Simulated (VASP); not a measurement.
The system is Os.

```
Os
1.0
     2.75593    0.00000    0.00000
    -1.37796    2.38670    0.00000
     0.00000    0.00000    4.34265
Os
2
Direct
  0.33333 0.66667 0.25000
  0.66667 0.33333 0.75000
```

Base run:

| Item | Value |
| --- | --- |
| Program | VASP 6.6.1 |
| Functional | PBE |
| Potentials or basis | VASP PAW PBE potentials, release 64 (Os) |
| Cutoff | 520 eV |
| k mesh | 13 × 13 × 7 |
| Occupations | fermi-dirac, width 0.1 eV |
| Spin | no spin polarisation |

Its results: band gap on the k mesh zero (band 8 reaches 11.15 eV, above the bottom of band 9 at 7.45 eV); pressure -0.2 GPa.

Task: The run is repeated on the same cell with these changes: k mesh from 13 × 13 × 7 to 6 × 6 × 4. What comes out?

Result: Band gap on the k mesh zero (band 8 reaches 11.08 eV, above the bottom of band 9 at 7.61 eV); pressure 0.6 GPa.

Caveats: some runs use coarse meshes; spin-orbit coupling is left out, which moves the levels of the heavy elements.
